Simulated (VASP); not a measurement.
Input of a VASP 6.6.1 run:

The input INCAR:

```
SYSTEM = Ti4O
PREC     = Accurate       ! precision mode
ENCUT    = 520            ! plane-wave cutoff, eV
EDIFF    = 1E-6           ! SCF threshold, eV
ISMEAR   = 0              ! smearing method
SIGMA    = 0.1            ! smearing width, eV
LREAL    = .False.        ! projectors in reciprocal space
LASPH    = .True.         ! aspherical terms in the spheres
NELM     = 60             ! most SCF steps
ALGO     = Normal         ! electronic algorithm
ISIF     = 2              ! what is computed and relaxed
LWAVE    = .False.        ! write WAVECAR
LCHARG   = .False.        ! write CHGCAR
LDIPOL   = .True.       
IDIPOL   = 3            
DIPOL    = 0.5 0.5 0.334
GGA      = PE             ! functional
NBANDS   = 35             ! bands
```

KPOINTS

```
regular mesh
0
Gamma
  9 7 1
  0 0 0
```

The input POSCAR:

```
Ti4O
1.0
    2.9075446938      0.0000000000      0.0000000000
    0.0000000000      4.1118891392      0.0000000000
    0.0000000000      0.0000000000     19.6535692687
Ti O
4 1
Direct
    0.5000000000      0.5000000000      0.2035253722
    0.0000000000      0.0000000000      0.2774952616
    0.5000000000      0.5000000000      0.3439484703
    0.0000000000      0.0000000000      0.4148645550
    0.1666666667      0.4000000000      0.4325572428
```

Potentials or basis: VASP PAW PBE potentials, release 64 (Ti_sv, O).

Launch:

```sh
$ cat potpaw_PBE.64/Ti_sv/POTCAR potpaw_PBE.64/O/POTCAR > POTCAR
$ mpirun -np 1 vasp_std > vasp.out
```

Estimate the band gap on the k mesh.

zero (bands 27 and 28 overlap by 0.11 eV).

Estimate the largest force.

2.485 eV/Å.

Forces in eV/Å, atoms in the order of the input:
```
Ti  -0.070  0.006  0.240
Ti   0.186 -0.140 -0.609
Ti   0.136 -0.041  0.221
Ti   0.080 -2.287  0.116
O   -0.332  2.463  0.031
```
